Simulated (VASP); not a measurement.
## Ta4O: single point with PBE

Crystal: Ta4O.

```
CELL_PARAMETERS angstrom
-2.82528 2.82528 2.82528
2.82528 -2.82528 2.82528
2.82528 2.82528 -2.82528
ATOMIC_POSITIONS crystal
Ta 0.50000 0.50000 0.50000
Ta 0.00000 0.00000 0.50000
Ta 0.00000 0.50000 0.00000
Ta 0.50000 0.00000 0.00000
O 0.00000 0.00000 0.00000
```

```json
{
  "Program": "VASP 6.6.1",
  "Task": "single point",
  "Functional": "PBE",
  "Potentials or basis": "VASP PAW PBE potentials, release 64 (Ta_pv, O)",
  "Cutoff": "520 eV",
  "k mesh": "4 × 4 × 4",
  "Occupations": "gaussian, width 0.1 eV",
  "Spin": "no spin polarisation"
}
```

```json
{
  "Pressure": "-8.7 GPa",
  "Band gap on the k mesh": "zero (band 25 reaches 5.47 eV, above the bottom of band 26 at 4.71 eV)"
}
```

Levels at points of the mesh, in eV from the Fermi level:
| k point | band 22 | band 23 | band 24 | band 25 | band 26 | band 27 | band 28 | band 29 |
| --- | --- | --- | --- | --- | --- | --- | --- | --- |
| (0.00, 0.00, 0.00) | -2.15 | -2.15 | -2.15 | -0.57 | 1.92 | 1.92 | 1.92 | 2.37 |
| (0.50, 0.00, 0.00) | -1.04 | -0.78 | -0.35 | 0.25 | 0.36 | 0.44 | 0.67 | 0.75 |
| (0.50, 0.50, 0.50) | -2.13 | -0.61 | -0.61 | -0.51 | -0.51 | -0.51 | 1.73 | 1.73 |

It took 36 s on 1 thread of Intel Xeon 6975P-C, with other jobs on the host, peak memory 0.2 GiB.

Caveat: the k points lie up to 0.39 Å⁻¹ apart; spin-orbit coupling is left out, which moves the levels of the heavy elements.
